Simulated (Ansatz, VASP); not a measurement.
## As in VASP and in Ansatz

```xyz
2
Lattice="0.0000 3.0339 3.0339 3.0339 0.0000 3.0339 3.0339 3.0339 0.0000" Properties=species:S:1:pos:R:3 pbc="T T T"
As    0.7585    0.7585    0.7585
As    5.3093    5.3093    5.3093
```

Alike in both runs: functional r2SCAN; k mesh 9 × 9 × 9; occupations fermi-dirac, width 0.1 eV; no spin polarisation.

Ansatz relaxed the structure, and its values are those at the end. VASP's run is a single point on that final structure, the one shown.

```csv
,VASP,Ansatz
version,VASP 6.6.1,Ansatz 0.2.0
potentials or method,"VASP PAW PBE potentials, release 64 (As), cutoff 520 eV","plane waves (500 eV) with PAW, scalar-relativistic"
valence electrons in the cell,10,30
```

|  | VASP | Ansatz | Ansatz less VASP |
| --- | --- | --- | --- |
| pressure (GPa) | 0.0 | 0.0 | 0.00 |

VASP's potentials were made for PBE, not for r2SCAN. VASP's potentials hold 10 valence electrons a cell and Ansatz's 30, so a difference there can come from the potentials and not from the codes.
